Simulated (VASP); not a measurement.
Crystal: LiRe3.

```
Li Re
1.0
     5.48556    0.00000    0.00000
    -2.74278    4.75063    0.00000
     0.00000    0.00000    4.40301
Li Re
2 6
Direct
  0.33333 0.66667 0.25000
  0.66667 0.33333 0.75000
  0.83300 0.66600 0.25000
  0.16700 0.83300 0.75000
  0.33400 0.16700 0.25000
  0.16700 0.33400 0.75000
  0.83300 0.16700 0.25000
  0.66600 0.83300 0.75000
```

```yaml
Program: VASP 6.6.1
Task: relaxation of cell and atoms
Functional: PBE
Potentials_or_basis: VASP PAW PBE potentials, release 64 (Li_sv, Re)
Cutoff: 600 eV
k_mesh: 6 × 6 × 4
Occupations: gaussian, width 0.1 eV
Spin: no spin polarisation
```

At the start: pressure -6.1 GPa; volume 14.34 Å³/atom.

Task: How do energy, volume and symmetry change on relaxing?

Result: Over 7 steps the energy falls by 21.9 meV/atom and the volume is 13.93 Å³/atom (-2.9 %); space group P6_3/mmc (No. 194, to 0.1 Å) before and after.

The path:
```csv
step,energy change (eV),largest force (eV/Å),pressure (GPa),volume (Å³)
1,0.0000,0.4097,-6.12,114.74
2,0.0921,0.3449,15.65,105.84
3,-0.1216,0.4703,2.31,110.74
4,-0.1679,0.1364,0.62,111.19
5,-0.1742,0.0294,0.92,111.08
6,-0.1718,0.0213,-1.62,112.13
7,-0.1754,0.0259,-0.01,111.47
```

Final structure:
```yaml
crystal:
  lattice:
    - [5.37233, 0.00000, 0.00000]
    - [-2.68617, 4.65258, 0.00000]
    - [0.00000, 0.00000, 4.45949]
  atoms:
    - { symbol: Li, position: [0.33333, 0.66667, 0.25000] }
    - { symbol: Li, position: [0.66667, 0.33333, 0.75000] }
    - { symbol: Re, position: [0.83012, 0.66023, 0.25000] }
    - { symbol: Re, position: [0.16988, 0.83012, 0.75000] }
    - { symbol: Re, position: [0.33977, 0.16988, 0.25000] }
    - { symbol: Re, position: [0.16988, 0.33977, 0.75000] }
    - { symbol: Re, position: [0.83012, 0.16988, 0.25000] }
    - { symbol: Re, position: [0.66023, 0.83012, 0.75000] }
```

Caveat: the cutoff is under 1.25 times the usual one of these potentials, so pressure, stress and relaxed cells hold a basis-set (Pulay) error.
